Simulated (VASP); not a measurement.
# Ge in VASP: settings compared, part 2 of 3

VASP 6.6.1. Earlier steps stand in the parts before.

## Step 3: Single point, PBE

INCAR

```
ALGO = Normal
EDIFF = 1E-7
ENCUT = 520
GGA = PE
ISIF = 2
ISMEAR = 1
LASPH = T
LCHARG = T
LELF = T
LREAL = F
LVHAR = T
LWAVE = F
NBANDS = 21
NELM = 100
PREC = Accurate
SIGMA = 0.1
```

KPOINTS

```
k-points
0
Gamma
  7 7 4
```

POSCAR

```
Ge
1.0
    1.4880529250     -2.5946896100      0.0000000000
    1.4880529250      2.5946896100      0.0000000000
    0.0000000000      0.0000000000      4.7275957900
Ge
2
Direct
    0.3271040000      0.6793620000      0.2532250000
    0.6791040000      0.3358940000      0.7452560000
```

Potentials or basis: VASP PAW PBE potentials, release 64 (Ge_d).

Command:

```console
> cat potpaw_PBE.64/Ge_d/POTCAR > POTCAR
> mpirun -np 1 vasp_std > vasp.out
```

It took 42 s on 1 thread of Intel Xeon 6975P-C, shared host; peak memory 0.19 GiB.

It converged, with:

| Property | Result |
| --- | --- |
| Free energy | -8.3001 eV |
| Pressure | 5.7 GPa |
| Largest force | 0.142 eV/Å |
| Band gap on the k mesh | zero (band 14 reaches 13.87 eV, above the bottom of band 15 at 5.35 eV) |

Forces on the atoms (eV/Å):
```
Ge   0.005 -0.048 -0.134
Ge  -0.005  0.048  0.134
```

Stress tensor (GPa, compression positive):
```
 6.37 -0.10 -0.03
-0.10  6.11  0.08
-0.03  0.08  4.60
```

Levels at points of the mesh, in eV from the Fermi level:
```
           k point  band 10  band 11  band 12  band 13  band 14  band 15  band 16  band 17  band 18  band 19
(0.00, 0.00, 0.00)   -24.49   -13.34    -7.43    -5.50     6.62     6.81     8.50     9.06    10.17    11.45
(0.00, 0.00, 0.50)   -24.52   -11.80   -11.52     1.80     2.04     7.75     7.78     7.89     7.96    12.62
```

## Step 4: Single point, PBE

INCAR

```
SYSTEM = Ge
PREC = Accurate
ENCUT = 520
EDIFF = 1E-6
ISMEAR = 1
SIGMA = 0.1
LREAL = .False.
LASPH = .True.
NELM = 100
ALGO = Normal
ISIF = 2
LWAVE = .False.
LCHARG = .True.
GGA = PE
LELF = .True.
LVHAR = .True.
NBANDS = 21
```

KPOINTS

```
regular mesh
0
Gamma
  7 7 4
  0 0 0
```

POSCAR is that of step 3.

Command:

```console
> cat potpaw_PBE.64/Ge_d/POTCAR > POTCAR
> mpirun -np 1 vasp_std > vasp.out
```

Wall time 34 s (1 thread of Intel Xeon 6975P-C, shared host); peak memory 0.19 GiB.

The run converged. Its results:

- Free energy: -8.3001 eV
- Pressure: 5.7 GPa
- Largest force: 0.143 eV/Å
- Band gap on the k mesh: zero (band 14 reaches 13.87 eV, above the bottom of band 15 at 5.35 eV)

Forces on the atoms (eV/Å):
```
Ge   0.005 -0.048 -0.134
Ge  -0.005  0.048  0.134
```

Stress tensor (GPa, compression positive):
```
 6.36 -0.10 -0.03
-0.10  6.10  0.08
-0.03  0.08  4.59
```

Levels at points of the mesh, in eV from the Fermi level:
```tsv
k point	band 10	band 11	band 12	band 13	band 14	band 15	band 16	band 17	band 18	band 19
(0.00, 0.00, 0.00)	-24.49	-13.34	-7.43	-5.50	6.62	6.81	8.50	9.06	10.17	11.45
(0.00, 0.00, 0.50)	-24.52	-11.80	-11.52	1.80	2.04	7.75	7.78	7.89	7.96	12.62
```

## Step 5: Single point, r2SCAN

POSCAR

```
Ge
1.0
    1.4880529250     -2.5946896100      0.0000000000
    1.4880529250      2.5946896100      0.0000000000
    0.0000000000      0.0000000000      4.7275957900
Ge
2
Direct
    0.3334466300      0.6665533700      0.2500000000
    0.6665533700      0.3334466300      0.7500000000
```

INCAR.step1

```
PREC = Accurate
ENCUT = 520
ISMEAR = 0
SIGMA = 0.05
LREAL = False
LASPH = True
NELM = 100
NBANDS = 21
GGA = PE
ALGO = Normal
EDIFF = 1E-4
LWAVE = True
LCHARG = False
```

INCAR.step2

```
PREC = Accurate
ENCUT = 520
EDIFF = 1E-6
ISMEAR = 0
SIGMA = 0.05
LREAL = False
LASPH = True
NELM = 100
ALGO = Normal
ISIF = 2
LWAVE = False
LCHARG = True
METAGGA = R2SCAN
LMIXTAU = True
LELF = True
LVHAR = True
NBANDS = 21
ISTART = 1
```

KPOINTS

```
regular mesh
0
Gamma
  9 9 5
```

Potentials or basis: VASP PAW PBE potentials, release 64 (Ge_d).

Command:

```console
> cat potpaw_PBE.64/Ge_d/POTCAR > POTCAR
> cp INCAR.step1 INCAR
> mpirun -np 1 vasp_std > vasp.out
> cp INCAR.step2 INCAR
> mpirun -np 1 vasp_std > vasp.out
```

OUTCAR:

```text
PREC = Accurate
   ENCUT = 520
   EDIFF = 1E-6
   ISMEAR = 0
   LREAL = False
   LASPH = True
   NELM = 100
   ISIF = 2
   METAGGA = R2SCAN
   ISTART = 1

 ion  position               nearest neighbor table
   1  0.333  0.667  0.250-
   2  0.667  0.333  0.750-

  LATTYP: Found a base centered orthorhombic cell.
 ALAT       =     2.9761058500
 B/A-ratio  =     1.7436809984
 C/A-ratio  =     1.5885173540

  Lattice vectors:

 A1 = (   1.4880529250,  -2.5946896100,   0.0000000000)
 A2 = (   1.4880529250,   2.5946896100,   0.0000000000)
 A3 = (   0.0000000000,   0.0000000000,   4.7275957900)

Analysis of symmetry for initial positions (statically):
=====================================================================
 Subroutine PRICEL returns:
 Original cell was already a primitive cell.

 Routine SETGRP: Setting up the symmetry group for a
 base centered orthorhombic supercell.

 Subroutine GETGRP returns: Found  8 space group operations
 (whereof  4 operations were pure point group operations)
 out of a pool of  8 trial point group operations.

The static configuration has the point symmetry C_2h.
 The point group associated with its full space group is D_2h.

Analysis of symmetry for dynamics (positions and initial velocities):
=====================================================================
 Subroutine PRICEL returns:
 Original cell was already a primitive cell.

 Routine SETGRP: Setting up the symmetry group for a
 base centered orthorhombic supercell.

 Subroutine GETGRP returns: Found  8 space group operations
 (whereof  4 operations were pure point group operations)
[... 106 lines left out ...]
   NSW    =      0    number of steps for IOM
   IBRION =     -1    ionic relax: 0-MD 1-quasi-New 2-CG
   NFREE  =      0    steps in history (QN), initial steepest desc. (CG)
   ISIF   =      2    stress and relaxation
   ISYM   =      2    0-nonsym 1-usesym 2-fastsym
   POTIM  = 0.5000    time-step for ionic-motion
   TEBEG  =    0.0;   TEEND  =   0.0 temperature during run
   PSTRESS=    0.0 pullay stress
   NELECT =      28.0000    total number of electrons
   NUPDOWN=      -1.0000    fix difference up-down
   EMIN   =  10.00;   EMAX   =-10.00  energy-range for DOS
   EFERMI =   0.00;   METHOD = LEGACY
   ISMEAR =     0;   SIGMA  =   0.05  broadening in eV -4-tet -1-fermi 0-gaus
   EFERMI_NEDOS =   21; number of points for ismear=-14 and -15
   IALGO  =     38    algorithm
   IMIX   =      4    mixing-type and parameters
     AMIX     =   0.40;   BMIX     =  1.00
     AMIX_MAG =   1.60;   BMIX_MAG =  1.00
  volume/ion in A,a.u.               =      18.25       123.18
  Fermi-wavevector in a.u.,A,eV,Ry     =   1.498544  2.831837 30.553703  2.245634
  Thomas-Fermi vector in A             =   2.610289
   LORBIT       =      0    0 simple, 1 ext, 2 COOP (PROOUT), +10 PAW based schemes
   METAGGA = R2SCAN    functional components
   LHFCALC =     F    Hartree Fock is set to
   AEXX    =    0.0000 exact exchange contribution
   IVDW    =     0    specifies the selected vdW correction
   LEPSILON=     F    determine dielectric tensor
   LRPA    =     F    only Hartree local field effects (RPA)
 non-spin polarized calculation
 Gauss-broadening in eV      SIGMA  =   0.05
  energy-cutoff  :      520.00
  volume of cell :       36.51
 maximum number of plane-waves:      1007
   NGX = 11   NGY = 11   NGZ = 17

 number of electron      28.0000012 magnetization

 Free energy of the ion-electron system (eV)
  ---------------------------------------------------
  ext. energy  EPLUGINS =         0.00000000
  ---------------------------------------------------
  free energy    TOTEN  =       -26.58366326 eV

  energy without entropy =      -26.58094144  energy(sigma->0) =      -26.58230235

 E-fermi :   7.0071     XC(G=0): -12.6722

 val. band max:        6.9892344117   @ k =   0.2222   0.2222   0.2000
 cond. band min:       7.0072719443   @ k =   0.2222   0.2222   0.4000
 fundamental gap:      0.0180375326
 Fermi energy:         7.0071330880

 k-point     1 :       0.0000    0.0000    0.0000
  band No.  band energies     occupation
      1     -18.4850      2.00000
      2     -18.4721      2.00000
      3     -18.4699      2.00000
      4     -18.4682      2.00000
      5     -18.4622      2.00000
      6     -18.4588      2.00000
[... 565 lines left out ...]
     20      16.4760      0.00000
     21      22.7666      0.00000

 [... further k-points ...]
[... 5 lines left out ...]
  --------------------------------------------------------------------------------------
  -------------------------------------------------------------------------------------
  Total        0.1619559      0.0796035      0.4745054      0.0000000      0.0000000      0.0000000
  in kB        7.1077697      3.4935636     20.8246458      0.0000000      0.0000000      0.0000000
  external PRESSURE =      10.4753264 kB  Pullay stress =       0.0000000 kB

 VOLUME and BASIS-vectors are now :
 -----------------------------------------------------------------------------
  energy-cutoff  :      520.00
  volume of cell :       36.51
      direct lattice vectors                 reciprocal lattice vectors
     1.488052925 -2.594689610  0.000000000     0.336009554 -0.192701277  0.000000000
     1.488052925  2.594689610  0.000000000     0.336009554  0.192701277  0.000000000
     0.000000000  0.000000000  4.727595790     0.000000000  0.000000000  0.211524006

 POSITION                                       TOTAL-FORCE (eV/Angst)
 -----------------------------------------------------------------------------------
      1.48805      0.86431      1.18190         0.000000      0.002703     -0.000000
      1.48805     -0.86431      3.54570         0.000000     -0.002703      0.000000
 -----------------------------------------------------------------------------------
    total drift:                                0.000000     -0.000000      0.000000

  FREE ENERGIE OF THE ION-ELECTRON SYSTEM (eV)
  ---------------------------------------------------
  free  energy   TOTEN  =       -26.5836632637 eV

  energy  without entropy=      -26.5809414426  energy(sigma->0) =      -26.58230235
```

OSZICAR.step1:

```text
N       E                     dE             d eps       ncg     rms          rms(c)
DAV:   1     0.175564390798E+03    0.17556E+03   -0.14318E+04  3579   0.385E+03
DAV:   2     0.148291527871E+02   -0.16074E+03   -0.15577E+03  3175   0.584E+02
DAV:   3    -0.775839843766E+01   -0.22588E+02   -0.22375E+02  3623   0.131E+02
DAV:   4    -0.835660874786E+01   -0.59821E+00   -0.59790E+00  3568   0.246E+01
DAV:   5    -0.836527086774E+01   -0.86621E-02   -0.86619E-02  3666   0.324E+00    0.167E+00
DAV:   6    -0.834391658875E+01    0.21354E-01   -0.18779E-02  4287   0.219E+00    0.917E-01
DAV:   7    -0.833428051604E+01    0.96361E-02   -0.12054E-02  4355   0.142E+00    0.804E-02
DAV:   8    -0.833394805231E+01    0.33246E-03   -0.10658E-03  3663   0.589E-01    0.288E-02
DAV:   9    -0.833395883286E+01   -0.10781E-04   -0.21889E-05  2235   0.572E-02
   1 F= -.83339588E+01 E0= -.83328609E+01  d E =-.219586E-02
```

Run time: 1.7 min. Hardware: 1 thread of Intel Xeon 6975P-C, shared host; peak memory 0.19 GiB.

Results:

| Property | Result |
| --- | --- |
| Free energy | -26.5837 eV |
| Pressure | 1.0 GPa |
| Band gap on the k mesh | zero (band 14 reaches 14.13 eV, above the bottom of band 15 at 3.83 eV) |

Forces in eV/Å, atoms in the order of the input:
```
Ge   0.000  0.003  0.000
Ge   0.000 -0.003  0.000
```

Stress tensor (GPa, compression positive):
```
0.71 0.00 0.00
0.00 0.35 0.00
0.00 0.00 2.08
```

Caveat: the PAW data sets were made with another functional, which shifts forces and pressure a little.

(Part 2 of 3 ends here.)
